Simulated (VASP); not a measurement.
# LiS3 (Pm-3m) in VASP: a series of runs

The runs below take LiS3 through single point, with PBE.

Everything below comes from runs of VASP 6.6.1. Logs are shortened: lines on timing, memory, paths and dates and some standing lists are left out, and cuts for length are marked.

## 1. The cell of the first run

Symmetry: Pm-3m, No. 221, cubic system. The conventional cell has a = 4.004 Å, b = 4.004 Å, c = 4.004 Å, α = 90.00°, β = 90.00°, γ = 90.00°. Li (site symmetry m-3m) has 12 S at 2.83 Å within 3.7 Å. Within 3.7 Å of S (site symmetry 4/mmm) lie 4 Li at 2.83 Å and 8 S at 2.83 Å.

The cell was built from a structure type or drawn by symmetry, and may not be a known phase.

## 2. Single point, PBE

INCAR reads:

```
SYSTEM = LiS3
  PREC = Accurate
  ENCUT = 520
  EDIFF = 1E-6
  ISMEAR = 0
  SIGMA = 0.1
  LREAL = .FALSE.
  LASPH = .TRUE.
  NELM = 100
  ALGO = Normal
  ISIF = 2
  LWAVE = .FALSE.
  LCHARG = .FALSE.
  GGA = PE
  NBANDS = 18
```

KPOINTS reads:

```
regular mesh
0
G
  4 4 4
  0 0 0
```

POSCAR reads:

```
LiS3
1.0
    4.0038855578      0.0000000000      0.0000000000
    0.0000000000      4.0038855578      0.0000000000
    0.0000000000      0.0000000000      4.0038855578
Li S
1 3
Direct
    0.0000000000      0.0000000000      0.0000000000
    0.0000000000      0.5000000000      0.5000000000
    0.5000000000      0.5000000000      0.0000000000
    0.5000000000      0.0000000000      0.5000000000
```

Potentials or basis: VASP PAW PBE potentials, release 64 (Li_sv, S).

The run is started by

```bash
$ cat potpaw_PBE.64/Li_sv/POTCAR potpaw_PBE.64/S/POTCAR > POTCAR
$ mpirun -np 1 vasp_std > vasp.out
```

OUTCAR:

```text
SYSTEM = LiS3
   PREC = Accurate
   ENCUT = 520
   EDIFF = 1E-6
   ISMEAR = 0
   LREAL = .FALSE.
   LASPH = .TRUE.
   NELM = 100
   ISIF = 2
   GGA = PE

 ion  position               nearest neighbor table
   1  0.000  0.000  0.000-
   2  0.000  0.500  0.500-
   3  0.500  0.500  0.000-
   4  0.500  0.000  0.500-

  LATTYP: Found a simple cubic cell.
 ALAT       =     4.0038855578

  Lattice vectors:

 A1 = (   4.0038855578,   0.0000000000,   0.0000000000)
 A2 = (   0.0000000000,   4.0038855578,   0.0000000000)
 A3 = (   0.0000000000,   0.0000000000,   4.0038855578)

Analysis of symmetry for initial positions (statically):
=====================================================================
 Subroutine PRICEL returns:
 Original cell was already a primitive cell.

 Routine SETGRP: Setting up the symmetry group for a
 simple cubic supercell.

 Subroutine GETGRP returns: Found 48 space group operations
 (whereof 48 operations were pure point group operations)
 out of a pool of 48 trial point group operations.

The static configuration has the point symmetry O_h .

Analysis of symmetry for dynamics (positions and initial velocities):
=====================================================================
 Subroutine PRICEL returns:
 Original cell was already a primitive cell.

 Routine SETGRP: Setting up the symmetry group for a
 simple cubic supercell.

 Subroutine GETGRP returns: Found 48 space group operations
 (whereof 48 operations were pure point group operations)
 out of a pool of 48 trial point group operations.

The dynamic configuration has the point symmetry O_h .

 Subroutine INISYM returns: Found 48 space group operations
 (whereof 48 operations are pure point group operations),
 and found     1 'primitive' translations

----------------------------------------------------------------------------------------

                                     Primitive cell

  volume of cell :      64.1867

  direct lattice vectors                    reciprocal lattice vectors
     4.003885558  0.000000000  0.000000000     0.249757388  0.000000000  0.000000000
     0.000000000  4.003885558  0.000000000     0.000000000  0.249757388  0.000000000
     0.000000000  0.000000000  4.003885558     0.000000000  0.000000000  0.249757388

[... 70 lines left out ...]
   ENCUT  =  520.0 eV  38.22 Ry    6.18 a.u.   7.44  7.44  7.44*2*pi/ulx,y,z
   NELM   =    100;   NELMIN=  2; NELMDL= -5     # of ELM steps
   EDIFF  = 0.1E-05   stopping-criterion for ELM
   LREAL  =      F    real-space projection
   EDIFFG = 0.1E-04   stopping-criterion for IOM
   NSW    =      0    number of steps for IOM
   IBRION =     -1    ionic relax: 0-MD 1-quasi-New 2-CG
   NFREE  =      0    steps in history (QN), initial steepest desc. (CG)
   ISIF   =      2    stress and relaxation
   ISYM   =      2    0-nonsym 1-usesym 2-fastsym
   POTIM  = 0.5000    time-step for ionic-motion
   TEBEG  =    0.0;   TEEND  =   0.0 temperature during run
   PSTRESS=    0.0 pullay stress
   NELECT =      21.0000    total number of electrons
   NUPDOWN=      -1.0000    fix difference up-down
   EMIN   =  10.00;   EMAX   =-10.00  energy-range for DOS
   EFERMI =   0.00;   METHOD = LEGACY
   ISMEAR =     0;   SIGMA  =   0.10  broadening in eV -4-tet -1-fermi 0-gaus
   EFERMI_NEDOS =   21; number of points for ismear=-14 and -15
   IALGO  =     38    algorithm
   IMIX   =      4    mixing-type and parameters
     AMIX     =   0.40;   BMIX     =  1.00
     AMIX_MAG =   1.60;   BMIX_MAG =  1.00
  volume/ion in A,a.u.               =      16.05       108.29
  Fermi-wavevector in a.u.,A,eV,Ry     =   1.128062  2.131728 17.313736  1.272524
  Thomas-Fermi vector in A             =   2.264751
   LORBIT       =      0    0 simple, 1 ext, 2 COOP (PROOUT), +10 PAW based schemes
   GGA     = PE    functional components
   LHFCALC =     F    Hartree Fock is set to
   AEXX    =    0.0000 exact exchange contribution
   IVDW    =     0    specifies the selected vdW correction
   LEPSILON=     F    determine dielectric tensor
   LRPA    =     F    only Hartree local field effects (RPA)
 non-spin polarized calculation
 Gauss-broadening in eV      SIGMA  =   0.10
  energy-cutoff  :      520.00
  volume of cell :       64.19
 maximum number of plane-waves:      1750
 NGX is ok and might be reduce to    30
   NGX = 15   NGY = 15   NGZ = 15

 number of electron      20.9999991 magnetization

 Free energy of the ion-electron system (eV)
  ---------------------------------------------------
  ext. energy  EPLUGINS =         0.00000000
  ---------------------------------------------------
  free energy    TOTEN  =       -13.03967240 eV

  energy without entropy =      -13.02836869  energy(sigma->0) =      -13.03402055

 E-fermi :   5.9665     XC(G=0): -10.1533

 val. band max:        5.7998876635   @ k =   0.5000   0.5000   0.2500
 cond. band min:       5.9995736978   @ k =   0.5000   0.2500   0.2500
 fundamental gap:      0.1996860343
 Fermi energy:         5.9664781464

 k-point     1 :       0.0000    0.0000    0.0000
  band No.  band energies     occupation
      1     -40.7059      2.00000
      2      -9.8486      2.00000
      3      -5.1214      2.00000
      4      -5.1214      2.00000
      5       0.3486      2.00000
      6       0.3486      2.00000
[... 187 lines left out ...]
      5      -1.5480      2.00000
      6      -0.1244      2.00000
[... 10 lines left out ...]
     17      15.7961      0.00000
     18      16.6806      0.00000

------------------------ aborting loop because EDIFF is reached ----------------------------------------

  FORCE on cell =-STRESS in cart. coord.  units (eV):
  Direction    XX          YY          ZZ          XY          YZ          ZX
  --------------------------------------------------------------------------------------
  -------------------------------------------------------------------------------------
  Total       -0.0621024     -0.0621024     -0.0621024      0.0000000      0.0000000     -0.0000000
  in kB       -1.5501506     -1.5501506     -1.5501506      0.0000000      0.0000000     -0.0000000
  external PRESSURE =      -1.5501506 kB  Pullay stress =       0.0000000 kB

 VOLUME and BASIS-vectors are now :
 -----------------------------------------------------------------------------
  energy-cutoff  :      520.00
  volume of cell :       64.19
      direct lattice vectors                 reciprocal lattice vectors
     4.003885558  0.000000000  0.000000000     0.249757388  0.000000000  0.000000000
     0.000000000  4.003885558  0.000000000     0.000000000  0.249757388  0.000000000
     0.000000000  0.000000000  4.003885558     0.000000000  0.000000000  0.249757388

 POSITION                                       TOTAL-FORCE (eV/Angst)
 -----------------------------------------------------------------------------------
      0.00000      0.00000      0.00000         0.000000      0.000000      0.000000
      0.00000      2.00194      2.00194         0.000000      0.000000      0.000000
      2.00194      2.00194      0.00000         0.000000      0.000000      0.000000
      2.00194      0.00000      2.00194         0.000000      0.000000      0.000000
 -----------------------------------------------------------------------------------
    total drift:                                0.000000      0.000000     -0.000000

  FREE ENERGIE OF THE ION-ELECTRON SYSTEM (eV)
  ---------------------------------------------------
  free  energy   TOTEN  =       -13.0396724007 eV

  energy  without entropy=      -13.0283686899  energy(sigma->0) =      -13.03402055
```

Run time: 7.1 s. Hardware: 1 thread of Intel Xeon Platinum 8559C (Emerald Rapids), shared host; peak memory 0.16 GiB.

What came out:

- Free energy: -13.0397 eV
- Band gap on the k mesh: zero (an odd number of electrons rules out a gap without spin polarisation)

Levels at points of the mesh, in eV from the Fermi level:
```csv
k point,band 7,band 8,band 9,band 10,band 11,band 12,band 13,band 14
"(0.00, 0.00, 0.00)",-5.62,-0.95,-0.95,-0.95,1.20,1.20,1.20,2.11
"(0.50, 0.00, 0.00)",-2.93,-2.88,-2.88,-2.35,-2.05,0.64,0.64,4.64
"(0.50, 0.50, 0.00)",-2.78,-2.59,-2.59,-2.51,-2.51,1.49,1.65,4.48
"(0.50, 0.50, 0.50)",-6.09,-6.09,1.67,1.67,1.73,1.73,1.73,2.05
```

Caveat: the k points lie up to 0.39 Å⁻¹ apart, too coarse for converged energies and pressures of a metal; the cutoff is under 1.25 times the usual one of these potentials, so pressure, stress and relaxed cells hold a basis-set (Pulay) error.

## 3. Single point, PBE

This run uses another cell than the first one, of 17.71 Å³/atom.

INCAR reads:

```
ALGO = Normal
EDIFF = 1E-6
ENCUT = 520
GGA = PE
ISIF = 2
ISMEAR = 0
LASPH = T
LCHARG = F
LREAL = F
LWAVE = F
NBANDS = 18
NELM = 60
PREC = Accurate
SIGMA = 0.1
```

KPOINTS reads:

```
k-points
0
Gamma
  4 4 4
```

POSCAR reads:

```
LiS3
1.0
    4.1376751100      0.0000000000      0.0000000000
    0.0000000000      4.1376751100      0.0000000000
    0.0000000000      0.0000000000      4.1376751100
Li S
1 3
Direct
    0.0000000000      0.0000000000      0.0000000000
    0.0000000000      0.5000000000      0.5000000000
    0.5000000000      0.5000000000      0.0000000000
    0.5000000000      0.0000000000      0.5000000000
```

Potentials or basis: VASP PAW PBE potentials, release 64 (Li_sv, S).

The run is started by

```bash
$ cat potpaw_PBE.64/Li_sv/POTCAR potpaw_PBE.64/S/POTCAR > POTCAR
$ mpirun -np 1 vasp_std > vasp.out
```

Run time: 6.2 s. Hardware: 1 thread of Intel Xeon Platinum 8559C (Emerald Rapids), shared host; peak memory 0.17 GiB.

It converged, with:

```yaml
Free_energy: -12.9271 eV
Band_gap_on_the_k_mesh: zero (an odd number of electrons rules out a gap without spin polarisation)
```

Levels at points of the mesh, in eV from the Fermi level:
```tsv
k point	band 8	band 9	band 10	band 11	band 12	band 13
(0.00, 0.00, 0.00)	-0.81	-0.81	-0.81	1.10	1.10	1.10
(0.50, 0.00, 0.00)	-2.44	-2.44	-1.96	-1.78	0.60	0.60
(0.50, 0.50, 0.00)	-2.32	-2.32	-2.14	-2.14	1.33	1.43
(0.50, 0.50, 0.50)	-5.32	1.46	1.46	1.50	1.50	1.50
```

Caveat: the k points lie up to 0.38 Å⁻¹ apart, too coarse for converged energies and pressures of a metal; the cutoff is under 1.25 times the usual one of these potentials, so pressure, stress and relaxed cells hold a basis-set (Pulay) error.
